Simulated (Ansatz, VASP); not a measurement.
# Two plane-wave programs on LaB6

File INCAR:

```
SYSTEM = LaB6
ALGO     = Normal         ! electronic algorithm
EDIFF    = 1E-6           ! SCF threshold, eV
ENCUT    = 520            ! plane-wave cutoff, eV
GGA      = PE             ! functional
ISIF     = 2              ! what is computed and relaxed
ISMEAR   = 0              ! smearing method
LASPH    = .True.         ! aspherical terms in the spheres
LCHARG   = .True.         ! write CHGCAR
LELF     = .True.         ! ELF
LREAL    = .False.        ! projectors in reciprocal space
LVHAR    = .True.       
LWAVE    = .False.        ! write WAVECAR
NBANDS   = 24             ! bands
NELM     = 80             ! most SCF steps
PREC     = Accurate       ! precision mode
SIGMA    = 0.05           ! smearing width, eV
```

File KPOINTS:

```
k-points
0
Gamma
  8 8 8
  0 0 0
```

POSCAR

```
LaB6
1.0
    4.1549734142      0.0000000000      0.0000000000
    0.0000000000      4.0718739459      0.0000000000
    0.0000000000      0.0000000000      4.1549734142
La B
1 6
Direct
    0.0000000000      0.0000000000      0.0000000000
    0.1998455931      0.5000000000      0.5000000000
    0.8001544069      0.5000000000      0.5000000000
    0.5000000000      0.5000000000      0.1998455931
    0.5000000000      0.5000000000      0.8001544069
    0.5000000000      0.1998455931      0.5000000000
    0.5000000000      0.8001544069      0.5000000000
```

Input for Ansatz:

```yaml
crystal:
  lattice:
    - [4.1549734142, 0.0, 0.0]
    - [0.0, 4.0718739459, 0.0]
    - [0.0, 0.0, 4.1549734142]
  atoms:
    - { symbol: La, position: [0.0, 0.0, 0.0] }
    - { symbol: B, position: [0.1998455931, 0.5, 0.5] }
    - { symbol: B, position: [0.8001544069, 0.5, 0.5] }
    - { symbol: B, position: [0.5, 0.5, 0.1998455931] }
    - { symbol: B, position: [0.5, 0.5, 0.8001544069] }
    - { symbol: B, position: [0.5, 0.1998455931, 0.5] }
    - { symbol: B, position: [0.5, 0.8001544069, 0.5] }
basis:
  ecutwfc: 420
  ecutrho_ratio: 4
kpoints:
  mp_grid: { grid: [8, 8, 8] }
hamiltonian:
  xc: pbe
scf:
  occupations: { method: gaussian, width: 0.05 }
output:
  forces: true
  stress: true
  eigenvalues: true
```

Change from the starting cell: strain e2 = -0.02, atoms carried along.

Alike in both runs: task single point; functional PBE; k mesh 8 × 8 × 8; occupations gaussian, width 0.05 eV; no spin polarisation.

|  | VASP | Ansatz |
| --- | --- | --- |
| version | VASP 6.6.1 | Ansatz 0.2.0 |
| potentials or method | VASP PAW PBE potentials, release 64 (La, B), cutoff 520 eV | scalar-relativistic, plane waves, PAW |
| valence electrons in the cell | 29 | 29 |

VASP gave:

| Quantity | Value |
| --- | --- |
| gap on the k mesh at the Fermi level (eV) | none |
| pressure (GPa) | 3.7 |
| traceless stress, the component that is largest in VASP (GPa) | 6.33 |
| rms of the force components (eV/Å) | 0.048 |

Question: Which values does Ansatz return?

Answer: gap on the k mesh at the Fermi level (eV): none; pressure (GPa): 3.7; traceless stress, the component that is largest in VASP (GPa): 6.33; rms of the force components (eV/Å): 0.038.

Atom by atom the forces differ by 0.010 eV/Å (rms over components). A gap of «none» marks a metal or a gap that the smearing closes. The functional is the same, so the differences come from potentials, cutoffs and numerics.

Neither program's run includes spin-orbit coupling.
